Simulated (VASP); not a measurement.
# CuO (Tenorite) (Cc) in VASP: notebook

CuO (Tenorite) is run at these levels: PBEsol; tasks: density of states.

Everything below comes from runs of VASP 6.6.1. Logs are shortened: lines on timing, memory, paths and dates and some standing lists are left out, and cuts for length are marked.

## 1. The cell of the first run

Symmetry: Cc, No. 9, monoclinic system. The conventional cell has a = 4.689 Å, b = 3.427 Å, c = 5.132 Å, α = 90.00°, β = 99.65°, γ = 90.00°. Cu (site symmetry 1) has 4 O at 1.91 to 2.02 Å within 2.5 Å. Within 2.5 Å of O (site symmetry 1) lie 4 Cu at 1.91 to 2.02 Å.

## 2. Density of states, PBEsol

POSCAR

```
CuO
1.0
    2.3446500000     -1.7134000000      0.0000000000
    2.3446500000      1.7134000000      0.0000000000
   -0.8605543552      0.0000000000      5.0594363927
Cu O
2 2
Direct
    0.4968000000      0.0032000000      0.5000000000
    0.0032000000      0.4968000000      0.0000000000
    0.4056000000      0.5714000000      0.7537000000
    0.5714000000      0.4056000000      0.2537000000
```

INCAR.step1

```
SYSTEM = CuO
PREC = Accurate ; ENCUT = 520
EDIFF = 1E-6 ; ISMEAR = -1
SIGMA = 0.05 ; LREAL = .FALSE.
LASPH = .TRUE. ; NELM = 60
ALGO = Normal ; ISIF = 2
LWAVE = .FALSE. ; LCHARG = .TRUE.
LMAXMIX = 4 ; GGA = PS
NBANDS = 25
```

KPOINTS.step1

```
regular mesh
0
G
  8 8 6
  0 0 0
```

INCAR.step2

```
SYSTEM = CuO
PREC = Accurate ; ENCUT = 520
EDIFF = 1E-6 ; ISMEAR = -5
SIGMA = 0.05 ; LREAL = .FALSE.
LASPH = .TRUE. ; NELM = 60
ALGO = Normal ; ISIF = 2
LWAVE = .FALSE. ; LCHARG = .FALSE.
LMAXMIX = 4 ; GGA = PS
LORBIT = 10 ; NEDOS = 2001
ICHARG = 11
```

KPOINTS.step2

```
regular mesh
0
G
  12 12 9
  0 0 0
```

Potentials or basis: VASP PAW PBE potentials, release 64 (Cu, O).

On the command line:

```sh
cat potpaw_PBE.64/Cu/POTCAR potpaw_PBE.64/O/POTCAR > POTCAR
cp INCAR.step1 INCAR
cp KPOINTS.step1 KPOINTS
mpirun -np 1 vasp_std > vasp.out
cp INCAR.step2 INCAR
cp KPOINTS.step2 KPOINTS
mpirun -np 1 vasp_std > vasp.out
```

OUTCAR:

```text
SYSTEM = CuO
   PREC = Accurate
   ENCUT = 520
   EDIFF = 1E-6
   ISMEAR = -5
   LREAL = .FALSE.
   LASPH = .TRUE.
   NELM = 60
   ISIF = 2
   GGA = PS
   LORBIT = 10
   ICHARG = 11

 ion  position               nearest neighbor table
   1  0.497  0.003  0.500-   4 1.91   3 1.93   4 1.98   3 2.02
   2  0.003  0.497  0.000-   3 1.91   4 1.93   3 1.98   4 2.02
   3  0.406  0.571  0.754-   2 1.91   1 1.93   2 1.98   1 2.02
   4  0.571  0.406  0.254-   1 1.91   2 1.93   1 1.98   2 2.02

  LATTYP: Found a base centered monoclinic cell.
 ALAT       =     4.6893000000
 B/A-ratio  =     0.7307700510
 C/A-ratio  =     1.0944277397
 COS(beta)  =    -0.1676807457

  Lattice vectors:

 A1 = (   2.3446500000,  -1.7134000000,   0.0000000000)
 A2 = (   2.3446500000,   1.7134000000,   0.0000000000)
 A3 = (  -0.8605543552,   0.0000000000,   5.0594363927)

Analysis of symmetry for initial positions (statically):
=====================================================================
 Subroutine PRICEL returns:
 Original cell was already a primitive cell.

 Routine SETGRP: Setting up the symmetry group for a
 base centered monoclinic supercell.

 Subroutine GETGRP returns: Found  2 space group operations
 (whereof  1 operations were pure point group operations)
 out of a pool of  4 trial point group operations.

The static configuration has the point symmetry C_1 .
 The point group associated with its full space group is C_1h.

Analysis of symmetry for dynamics (positions and initial velocities):
=====================================================================
 Subroutine PRICEL returns:
 Original cell was already a primitive cell.

 Routine SETGRP: Setting up the symmetry group for a
 base centered monoclinic supercell.

 Subroutine GETGRP returns: Found  2 space group operations
 (whereof  1 operations were pure point group operations)
 out of a pool of  4 trial point group operations.

The dynamic configuration has the point symmetry C_1 .
 The point group associated with its full space group is C_1h.

 Subroutine INISYM returns: Found  2 space group operations
 (whereof  1 operations are pure point group operations),
 and found     1 'primitive' translations

----------------------------------------------------------------------------------------

                                     Primitive cell

  volume of cell :      40.6508

  direct lattice vectors                    reciprocal lattice vectors
[... 96 lines left out ...]
   NSW    =      0    number of steps for IOM
   IBRION =     -1    ionic relax: 0-MD 1-quasi-New 2-CG
   NFREE  =      0    steps in history (QN), initial steepest desc. (CG)
   ISIF   =      2    stress and relaxation
   ISYM   =      2    0-nonsym 1-usesym 2-fastsym
   POTIM  = 0.5000    time-step for ionic-motion
   TEBEG  =    0.0;   TEEND  =   0.0 temperature during run
   PSTRESS=    0.0 pullay stress
   NELECT =      34.0000    total number of electrons
   NUPDOWN=      -1.0000    fix difference up-down
   EMIN   =  10.00;   EMAX   =-10.00  energy-range for DOS
   EFERMI =   0.00;   METHOD = LEGACY
   ISMEAR =    -5;   SIGMA  =   0.05  broadening in eV -4-tet -1-fermi 0-gaus
   EFERMI_NEDOS =   21; number of points for ismear=-14 and -15
   IALGO  =     38    algorithm
   IMIX   =      4    mixing-type and parameters
     AMIX     =   0.40;   BMIX     =  1.00
     AMIX_MAG =   1.60;   BMIX_MAG =  1.00
  volume/ion in A,a.u.               =      10.16        68.58
  Fermi-wavevector in a.u.,A,eV,Ry     =   1.542451  2.914811 32.370388  2.379156
  Thomas-Fermi vector in A             =   2.648254
   LORBIT       =     10    0 simple, 1 ext, 2 COOP (PROOUT), +10 PAW based schemes
   GGA     = PS    functional components
   LHFCALC =     F    Hartree Fock is set to
   AEXX    =    0.0000 exact exchange contribution
   IVDW    =     0    specifies the selected vdW correction
   LEPSILON=     F    determine dielectric tensor
   LRPA    =     F    only Hartree local field effects (RPA)
 non-spin polarized calculation
 Fermi weights with tetrahedron method with Bloechl corrections
  energy-cutoff  :      520.00
  volume of cell :       40.65
 maximum number of plane-waves:      1129
 NGX is ok and might be reduce to    24

 number of electron      33.9999999 magnetization

 Free energy of the ion-electron system (eV)
  ---------------------------------------------------
  ext. energy  EPLUGINS =         0.00000000
  ---------------------------------------------------
  free energy    TOTEN  =       -21.29630347 eV

  energy without entropy =      -21.29630347  energy(sigma->0) =      -21.29630347

 E-fermi :   5.5031     XC(G=0): -12.1682

 val. band max:        5.5648676295   @ k =  -0.4167   0.0833   0.3333
 cond. band min:       5.4468809219   @ k =   0.3333   0.2500   0.2222
 fundamental gap:     -0.1179867076
 Fermi energy:         5.5030516986

 k-point     1 :       0.0000    0.0000    0.0000
  band No.  band energies     occupation
      1     -14.3297      2.00000
      2     -12.9837      2.00000
      3      -2.6735      2.00000
      4      -0.0466      2.00000
      5       0.3193      2.00000
      6       2.1246      2.00000
[... 565 lines left out ...]
     20      11.7819      0.00000
     21      13.2730      0.00000

 [... further k-points ...]
[... 5 lines left out ...]
  --------------------------------------------------------------------------------------
  -------------------------------------------------------------------------------------
  Total       -0.6445128     -0.0575755     -0.9204883      0.0000000      0.0000000     -0.2996827
  in kB      -25.4023099     -2.2692330    -36.2793859      0.0000000      0.0000000    -11.8114528
  external PRESSURE =     -21.3169763 kB  Pullay stress =       0.0000000 kB

 VOLUME and BASIS-vectors are now :
 -----------------------------------------------------------------------------
  energy-cutoff  :      520.00
  volume of cell :       40.65
      direct lattice vectors                 reciprocal lattice vectors
     2.344650000 -1.713400000  0.000000000     0.213251445 -0.291817439  0.036271720
     2.344650000  1.713400000  0.000000000     0.213251445  0.291817439  0.036271720
    -0.860554355  0.000000000  5.059436393     0.000000000  0.000000000  0.197650474

 POSITION                                       TOTAL-FORCE (eV/Angst)
 -----------------------------------------------------------------------------------
      0.74205     -0.84573      2.52972        -0.602949     -0.337502      0.235996
      1.17233      0.84573      0.00000        -0.602949      0.337502      0.235996
      1.64212      0.28408      3.81330         0.602949     -0.365978     -0.235996
      2.07240     -0.28408      1.28358         0.602949      0.365978     -0.235996
 -----------------------------------------------------------------------------------
    total drift:                               -0.001513      0.000000     -0.001051

  FREE ENERGIE OF THE ION-ELECTRON SYSTEM (eV)
  ---------------------------------------------------
  free  energy   TOTEN  =       -21.2963034715 eV

  energy  without entropy=      -21.2963034715  energy(sigma->0) =      -21.29630347

 total charge

# of ion       s       p       d       tot
------------------------------------------
    1        0.385   0.393   9.139   9.917
    2        0.385   0.393   9.139   9.917
    3        1.572   3.361   0.000   4.933
    4        1.572   3.361   0.000   4.933
--------------------------------------------------
tot          3.913   7.509  18.278  29.700
```

OUTCAR.step1:

```text
SYSTEM = CuO
   PREC = Accurate
   ENCUT = 520
   EDIFF = 1E-6
   ISMEAR = -1
   LREAL = .FALSE.
   LASPH = .TRUE.
[... 905 lines left out ...]
      1.17233      0.84573      0.00000        -0.614185      0.334625      0.236929
      1.64212      0.28408      3.81330         0.614185     -0.370354     -0.236929
      2.07240     -0.28408      1.28358         0.614185      0.370354     -0.236929
 -----------------------------------------------------------------------------------
    total drift:                               -0.000282      0.000000     -0.000501

  FREE ENERGIE OF THE ION-ELECTRON SYSTEM (eV)
  ---------------------------------------------------
  free  energy   TOTEN  =       -21.3045930087 eV

  energy  without entropy=      -21.2873498945  energy(sigma->0) =      -21.29597145
```

It took 2.8 min on 1 thread of Intel Xeon Platinum 8559C (Emerald Rapids), shared host; peak memory 0.35 GiB.

Results:

```yaml
Valence_electrons_inside_the_program's_atomic_spheres: Cu 9.92; O 4.93
```

Levels at points of the mesh, in eV from the Fermi level:
```csv
k point,band 15,band 16,band 17,band 18,band 19,band 20
"(0.00, 0.00, 0.00)",-2.11,-1.62,0.23,0.93,1.66,5.93
"(0.50, 0.00, 0.00)",-1.46,-1.37,-0.03,0.29,4.81,6.22
"(0.50, 0.50, 0.00)",-1.68,-1.20,-0.63,1.08,3.27,6.97
```

Caveat: the PAW data sets were made with another functional, which shifts forces and pressure a little; semilocal functionals often make such compounds metallic where correlation or magnetic order opens a gap, which also shifts bond lengths; tetrahedron occupations give inexact forces and stress in metals.

## 3. Density of states, PBEsol

POSCAR is that of step 2.

INCAR.step1

```
SYSTEM = CuO
ALGO = Normal
EDIFF = 1E-6
ENCUT = 520
GGA = PS
ISIF = 2
ISMEAR = -1
LASPH = .TRUE.
LCHARG = .TRUE.
LMAXMIX = 4
LREAL = .FALSE.
LWAVE = .FALSE.
NBANDS = 25
NELM = 100
PREC = Accurate
SIGMA = 0.05
```

KPOINTS.step1

```
k-points
0
G
  10 10 5
  0 0 0
```

INCAR.step2

```
SYSTEM = CuO
ALGO = Normal
EDIFF = 1E-6
ENCUT = 520
GGA = PS
ICHARG = 11
ISIF = 2
ISMEAR = -5
LASPH = .TRUE.
LCHARG = .FALSE.
LMAXMIX = 4
LORBIT = 11
LREAL = .FALSE.
LWAVE = .FALSE.
NEDOS = 2001
NELM = 100
PREC = Accurate
SIGMA = 0.05
```

KPOINTS.step2

```
k-points
0
G
  15 15 8
  0 0 0
```

Potentials or basis: VASP PAW PBE potentials, release 64 (Cu, O).

On the command line:

```sh
cat potpaw_PBE.64/Cu/POTCAR potpaw_PBE.64/O/POTCAR > POTCAR
cp INCAR.step1 INCAR
cp KPOINTS.step1 KPOINTS
mpirun -np 1 vasp_std > vasp.out
cp INCAR.step2 INCAR
cp KPOINTS.step2 KPOINTS
mpirun -np 1 vasp_std > vasp.out
```

Wall time 4.5 min (1 thread of Intel Xeon 6975P-C, shared host); peak memory 0.45 GiB.

The run converged. Its results:

```yaml
Valence_electrons_inside_the_program's_atomic_spheres: Cu 9.92; O 4.93
```

Levels at points of the mesh, in eV from the Fermi level:
```csv
k point,band 15,band 16,band 17,band 18,band 19,band 20
"(0.00, 0.00, 0.00)",-2.12,-1.62,0.23,0.92,1.66,5.92
"(0.00, 0.00, 0.50)",-1.44,-1.44,0.25,0.25,3.87,3.87
```

Caveat: the PAW data sets were made with another functional, which shifts forces and pressure a little; semilocal functionals often make such compounds metallic where correlation or magnetic order opens a gap, which also shifts bond lengths; tetrahedron occupations give inexact forces and stress in metals.
